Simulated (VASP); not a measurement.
# BaTiO3 (P1) in VASP: single point with r2SCAN

Aim: the single point of BaTiO3 with r2SCAN.

All numbers are computed with VASP 6.6.1; they aren't measurements. Logs are shortened: lines on timing, memory, paths and dates and some standing lists are left out, and cuts for length are marked.

### Step 1. The cell of the first run

The typed cell holds 5 atoms: a = 4.134 Å, b = 3.917 Å, c = 4.027 Å, α = 86.66°, β = 92.85°, γ = 89.84°.

### Step 2. Single point, r2SCAN (strain +0.0937 x Voigt [0, 0, 0, 0, 0, 1])

File POSCAR:

```
BaTiO3
1.0
    2.9168738981      1.7727622736      2.3314328269
   -2.7632334685      1.5066492435      2.3314328269
   -0.1536404296     -3.2794115171      2.3314328269
Ba Ti O
1 1 3
Direct
    0.0027851043      0.0027851043      0.0027851043
    0.5162478494      0.5162478494      0.5162478494
    0.4897536543      0.4897536543      0.9801597377
    0.4897536543      0.9801597377      0.4897536543
    0.9801597377      0.4897536543      0.4897536543
```

File INCAR.step1:

```
  PREC = Accurate
  ENCUT = 520
  ISMEAR = 0
  SIGMA = 0.05
  LREAL = F
  LASPH = T
  NELM = 80
  NBANDS = 28
  GGA = PE
  ALGO = Normal
  EDIFF = 1E-4
  LWAVE = T
  LCHARG = F
```

File INCAR.step2:

```
  PREC = Accurate
  ENCUT = 520
  EDIFF = 1E-7
  ISMEAR = 0
  SIGMA = 0.05
  LREAL = F
  LASPH = T
  NELM = 80
  ALGO = Normal
  ISIF = 2
  LWAVE = F
  LCHARG = F
  METAGGA = R2SCAN
  LMIXTAU = T
  NBANDS = 28
  ISTART = 1
```

File KPOINTS:

```
Automatic mesh
0
Gamma
  6 6 6
```

Potentials or basis: VASP PAW PBE potentials, release 64 (Ba_sv, Ti_sv, O).

On the command line:

```bash
$ cat potpaw_PBE.64/Ba_sv/POTCAR potpaw_PBE.64/Ti_sv/POTCAR potpaw_PBE.64/O/POTCAR > POTCAR
$ cp INCAR.step1 INCAR
$ mpirun -np 1 vasp_std > vasp.out
$ cp INCAR.step2 INCAR
$ mpirun -np 1 vasp_std > vasp.out
```

OUTCAR:

```text
PREC = Accurate
   ENCUT = 520
   EDIFF = 1E-7
   ISMEAR = 0
   LREAL = F
   LASPH = T
   NELM = 80
   ISIF = 2
   METAGGA = R2SCAN
   ISTART = 1

 ion  position               nearest neighbor table
   1  0.003  0.003  0.003-   5 2.73   5 2.73   4 2.74   3 2.78   5 2.82   3 2.84   3 2.85   4 2.89
                             3 2.93   4 2.96   4 2.96   5 2.96   2 3.32   2 3.39   2 3.40   2 3.45
   2  0.516  0.516  0.516-   4 1.82   3 1.87   5 1.93   4 2.11   3 2.16   5 2.22   1 3.32   1 3.39
                             1 3.40   1 3.45   1 3.52   1 3.58   1 3.59   1 3.64
   3  0.490  0.490  0.980-   2 1.87   2 2.16   1 2.78   1 2.84   1 2.85   1 2.93
   4  0.490  0.980  0.490-   2 1.82   2 2.11   1 2.74   1 2.89   1 2.96   1 2.96
   5  0.980  0.490  0.490-   2 1.93   2 2.22   1 2.73   1 2.73   1 2.82   1 2.96

  LATTYP: Found a triclinic cell.
 ALAT       =     5.4512708090
 B/A-ratio  =     0.7185045199
 C/A-ratio  =     0.7582767874
 COS(alpha) =     0.0028724985
 COS(beta)  =     0.0387292227
 COS(gamma) =     0.6754533218

  Lattice vectors:

 A1 = (  -2.6095930389,   4.7860607606,   0.0000000000)
 A2 = (  -2.7632334685,   1.5066492435,   2.3314328269)
 A3 = (   2.9168738981,   1.7727622736,   2.3314328269)

Analysis of symmetry for initial positions (statically):
=====================================================================
 Subroutine PRICEL returns:
 Original cell was already a primitive cell.

 Routine SETGRP: Setting up the symmetry group for a
 triclinic supercell.

 Subroutine GETGRP returns: Found  1 space group operations
 (whereof  1 operations were pure point group operations)
 out of a pool of  2 trial point group operations.

The static configuration has the point symmetry C_1 .

Analysis of symmetry for dynamics (positions and initial velocities):
=====================================================================
 Subroutine PRICEL returns:
 Original cell was already a primitive cell.

 Routine SETGRP: Setting up the symmetry group for a
 triclinic supercell.

 Subroutine GETGRP returns: Found  1 space group operations
 (whereof  1 operations were pure point group operations)
 out of a pool of  2 trial point group operations.

The dynamic configuration has the point symmetry C_1 .

 Subroutine INISYM returns: Found  1 space group operations
 (whereof  1 operations are pure point group operations),
 and found     1 'primitive' translations

----------------------------------------------------------------------------------------

                                     Primitive cell

  volume of cell :      64.9998

  direct lattice vectors                    reciprocal lattice vectors
     2.916873898  1.772762274  2.331432827     0.171667774  0.093601618  0.142973595
    -2.763233469  1.506649244  2.331432827    -0.181212791  0.110134072  0.142973595
    -0.153640430 -3.279411517  2.331432827     0.009545017 -0.203735690  0.142973595

  length of vectors
     4.133572117  3.916762716  4.026626914     0.242224145  0.255751908  0.249079882

  position of ions in fractional coordinates (direct lattice)
     0.002785104  0.002785104  0.002785104
     0.516247849  0.516247849  0.516247849
     0.489753654  0.489753654  0.980159738
     0.489753654  0.980159738  0.489753654
     0.980159738  0.489753654  0.489753654

  ion indices of the primitive-cell ions
   primitive index   ion index
                 1           1
                 2           2
                 3           3
                 4           4
                 5           5

----------------------------------------------------------------------------------------

 KPOINTS: Automatic mesh

Automatic generation of k-mesh.
 Grid dimensions read from file:
 generate k-points for:    6    6    6

 Generating k-lattice:

  Cartesian coordinates                     Fractional coordinates (reciprocal lattice)
     0.028611296  0.015600270  0.023828933     0.166666667  0.000000000 -0.000000000
    -0.030202132  0.018355679  0.023828933    -0.000000000  0.166666667 -0.000000000
     0.001590836 -0.033955948  0.023828933    -0.000000000 -0.000000000  0.166666667

  Length of vectors
     0.040370691  0.042625318  0.041513314

  Shift w.r.t. Gamma in fractional coordinates (k-lattice)
     0.000000000  0.000000000  0.000000000

 Subroutine IBZKPT returns following result:
 ===========================================

 Found    112 irreducible k-points:

 Following reciprocal coordinates:
            Coordinates               Weight
  0.000000  0.000000  0.000000      1.000000
  0.166667  0.000000 -0.000000      2.000000
  0.333333  0.000000  0.000000      2.000000
  0.500000 -0.000000 -0.000000      1.000000
  0.000000  0.166667  0.000000      2.000000
  0.166667  0.166667  0.000000      2.000000
[... 16 lines left out ...]
  0.333333 -0.000000  0.166667      2.000000
  0.500000  0.000000  0.166667      2.000000
 [... further k-points ...]
   k-points           NKPTS =    112   k-points in BZ     NKDIM =    112   number of bands    NBANDS=     28
   number of dos      NEDOS =    301   number of ions     NIONS =      5
   total plane-waves  NPLWV =  28800
   dimension x,y,z NGX =    32 NGY =   30 NGZ =   30
   dimension x,y,z NGXF=    64 NGYF=   60 NGZF=   60
   ions per type =               1   1   3
   NGX,Y,Z   is equivalent  to a cutoff of  12.87, 12.73, 12.39 a.u.
   NGXF,Y,Z  is equivalent  to a cutoff of  25.74, 25.47, 24.77 a.u.
 SYSTEM =  unknown system
   PREC   = accura    normal or accurate (medium, high low for compatibility)
   ISTART =      1    job   : 0-new  1-cont  2-samecut
   ICHARG =      0    charge: 1-file 2-atom 10-const
   ISPIN  =      1    spin polarized calculation?
   LNONCOLLINEAR =      F non collinear calculations
   LSORBIT =      F    spin-orbit coupling
   LASPH  =      T    aspherical Exc in radial PAW
   ENCUT  =  520.0 eV  38.22 Ry    6.18 a.u.   7.69  7.28  7.49*2*pi/ulx,y,z
   NELM   =     80;   NELMIN=  2; NELMDL=  0     # of ELM steps
   EDIFF  = 0.1E-06   stopping-criterion for ELM
   LREAL  =      F    real-space projection
   EDIFFG = 0.1E-05   stopping-criterion for IOM
   NSW    =      0    number of steps for IOM
   IBRION =     -1    ionic relax: 0-MD 1-quasi-New 2-CG
   NFREE  =      0    steps in history (QN), initial steepest desc. (CG)
   ISIF   =      2    stress and relaxation
   ISYM   =      2    0-nonsym 1-usesym 2-fastsym
   POTIM  = 0.5000    time-step for ionic-motion
   TEBEG  =    0.0;   TEEND  =   0.0 temperature during run
   PSTRESS=    0.0 pullay stress
   NELECT =      40.0000    total number of electrons
   NUPDOWN=      -1.0000    fix difference up-down
   EMIN   =  10.00;   EMAX   =-10.00  energy-range for DOS
   EFERMI =   0.00;   METHOD = LEGACY
   ISMEAR =     0;   SIGMA  =   0.05  broadening in eV -4-tet -1-fermi 0-gaus
   EFERMI_NEDOS =   21; number of points for ismear=-14 and -15
   IALGO  =     38    algorithm
   IMIX   =      4    mixing-type and parameters
     AMIX     =   0.40;   BMIX     =  1.00
     AMIX_MAG =   1.60;   BMIX_MAG =  1.00
  volume/ion in A,a.u.               =      13.00        87.73
  Fermi-wavevector in a.u.,A,eV,Ry     =   1.392486  2.631416 26.381917  1.939016
  Thomas-Fermi vector in A             =   2.516224
   LORBIT       =      0    0 simple, 1 ext, 2 COOP (PROOUT), +10 PAW based schemes
   METAGGA = R2SCAN    functional components
   LHFCALC =     F    Hartree Fock is set to
   AEXX    =    0.0000 exact exchange contribution
   IVDW    =     0    specifies the selected vdW correction
   LEPSILON=     F    determine dielectric tensor
   LRPA    =     F    only Hartree local field effects (RPA)
 non-spin polarized calculation
 Gauss-broadening in eV      SIGMA  =   0.05
  energy-cutoff  :      520.00
  volume of cell :       65.00
 maximum number of plane-waves:      1765
   NGX = 15   NGY = 15   NGZ = 15

 number of electron      39.9999997 magnetization

 Free energy of the ion-electron system (eV)
  ---------------------------------------------------
  ext. energy  EPLUGINS =         0.00000000
  ---------------------------------------------------
  free energy    TOTEN  =       -74.05084607 eV

  energy without entropy =      -74.05084607  energy(sigma->0) =      -74.05084607

 E-fermi :   3.7004     XC(G=0): -11.8164

 val. band max:        3.4709420975   @ k =   0.5000   0.5000   0.5000
 cond. band min:       6.0466087626   @ k =   0.0000   0.0000   0.0000
 fundamental gap:      2.5756666651
 Fermi energy:         3.7004275342

 k-point     1 :       0.0000    0.0000    0.0000
  band No.  band energies     occupation
      1     -55.1508      2.00000
      2     -30.4079      2.00000
      3     -30.3544      2.00000
      4     -30.3092      2.00000
      5     -22.1337      2.00000
      6     -14.4694      2.00000
[... 20 lines left out ...]
     27       9.2434      0.00000
     28      11.3956      0.00000

 k-point     2 :       0.1667    0.0000   -0.0000
  band No.  band energies     occupation
      1     -55.1506      2.00000
      2     -30.4079      2.00000
      3     -30.3576      2.00000
      4     -30.3152      2.00000
      5     -22.1090      2.00000
      6     -14.5226      2.00000
[... 20 lines left out ...]
     27       9.6983      0.00000
     28      11.9343      0.00000

 k-point     3 :       0.3333    0.0000    0.0000
  band No.  band energies     occupation
      1     -55.1502      2.00000
      2     -30.4082      2.00000
      3     -30.3670      2.00000
      4     -30.3237      2.00000
      5     -22.0587      2.00000
      6     -14.6543      2.00000
[... 20 lines left out ...]
     27      10.7266      0.00000
     28      12.5231      0.00000

 k-point     4 :       0.5000   -0.0000   -0.0000
  band No.  band energies     occupation
      1     -55.1501      2.00000
      2     -30.4087      2.00000
      3     -30.3729      2.00000
      4     -30.3264      2.00000
      5     -22.0331      2.00000
      6     -14.7276      2.00000
[... 20 lines left out ...]
     27      11.3320      0.00000
     28      12.5422      0.00000

 k-point     5 :       0.0000    0.1667    0.0000
  band No.  band energies     occupation
      1     -55.1504      2.00000
      2     -30.4238      2.00000
      3     -30.3568      2.00000
      4     -30.3088      2.00000
      5     -22.0984      2.00000
      6     -14.4042      2.00000
[... 20 lines left out ...]
     27       9.7712      0.00000
     28      12.0265      0.00000

 k-point     6 :       0.1667    0.1667    0.0000
  band No.  band energies     occupation
      1     -55.1502      2.00000
      2     -30.4234      2.00000
      3     -30.3601      2.00000
      4     -30.3149      2.00000
      5     -22.0769      2.00000
      6     -14.4293      2.00000
[... 463 lines left out ...]
      5     -22.1040      2.00000
      6     -14.4903      2.00000
[... 20 lines left out ...]
     27       9.7437      0.00000
     28      11.9861      0.00000

 k-point    22 :       0.1667    0.0000    0.1667
  band No.  band energies     occupation
      1     -55.1503      2.00000
      2     -30.4102      2.00000
      3     -30.3631      2.00000
      4     -30.3200      2.00000
      5     -22.0795      2.00000
      6     -14.5260      2.00000
[... 20 lines left out ...]
     27      10.2570      0.00000
     28      12.0588      0.00000

 k-point    23 :       0.3333   -0.0000    0.1667
  band No.  band energies     occupation
      1     -55.1500      2.00000
      2     -30.4106      2.00000
      3     -30.3693      2.00000
      4     -30.3313      2.00000
      5     -22.0343      2.00000
      6     -14.5959      2.00000
[... 20 lines left out ...]
     27      11.3155      0.00000
     28      12.5881      0.00000

 k-point    24 :       0.5000    0.0000    0.1667
  band No.  band energies     occupation
      1     -55.1498      2.00000
      2     -30.4110      2.00000
      3     -30.3737      2.00000
      4     -30.3353      2.00000
      5     -22.0137      2.00000
      6     -14.6263      2.00000
[... 20 lines left out ...]
     27      11.8517      0.00000
     28      12.8369      0.00000

 [... further k-points ...]
[... 5 lines left out ...]
  --------------------------------------------------------------------------------------
  -------------------------------------------------------------------------------------
  Total        1.4394728      1.3506989      1.0782746     -4.5903367      0.0947225      0.3725590
  in kB       35.4814774     33.2932968     26.5783249   -113.1469331      2.3348099      9.1831849
  external PRESSURE =      31.7843664 kB  Pullay stress =       0.0000000 kB

 VOLUME and BASIS-vectors are now :
 -----------------------------------------------------------------------------
  energy-cutoff  :      520.00
  volume of cell :       65.00
      direct lattice vectors                 reciprocal lattice vectors
     2.916873898  1.772762274  2.331432827     0.171667774  0.093601618  0.142973595
    -2.763233469  1.506649244  2.331432827    -0.181212791  0.110134072  0.142973595
    -0.153640430 -3.279411517  2.331432827     0.009545017 -0.203735690  0.142973595

 POSITION                                       TOTAL-FORCE (eV/Angst)
 -----------------------------------------------------------------------------------
     -0.00000      0.00000      0.01948         0.020330     -0.010156     -0.027475
     -0.00000      0.00000      3.61079         0.502110     -0.070278     -0.219757
     -0.07535     -1.60824      4.56883         0.166053     -0.067763      0.046639
     -1.35511      0.73887      4.56883        -0.460694      0.365153      0.292139
      1.43045      0.86937      4.56883        -0.227800     -0.216955     -0.091547
 -----------------------------------------------------------------------------------
    total drift:                               -0.002527      0.003285      0.003875

  FREE ENERGIE OF THE ION-ELECTRON SYSTEM (eV)
  ---------------------------------------------------
  free  energy   TOTEN  =       -74.0508460661 eV

  energy  without entropy=      -74.0508460661  energy(sigma->0) =      -74.05084607
```

Run time: 18 min. Hardware: 1 thread of Intel Xeon 8259CL, shared host; peak memory 0.33 GiB.

What came out:

* Free energy: -74.0508 eV
* Pressure: 3.2 GPa
* Largest force: 0.656 eV/Å
* Band gap on the k mesh: 2.58 eV (least direct gap 2.92 eV)

Forces on the atoms (eV/Å):
```
Ba   0.020 -0.010 -0.027
Ti   0.502 -0.070 -0.220
O    0.166 -0.068  0.047
O   -0.461  0.365  0.292
O   -0.228 -0.217 -0.092
```

Stress tensor (GPa, compression positive):
```
  3.55 -11.31   0.92
-11.31   3.33   0.23
  0.92   0.23   2.66
```

Caveat: the cell differs from its parent crystal (strain +0.0937 x Voigt [0, 0, 0, 0, 0, 1]); the cell stands under pressure; the PAW data sets were made with another functional, which shifts forces and pressure a little; spin-orbit coupling is left out, which moves the levels of the heavy elements. A k mesh can miss the band edges.
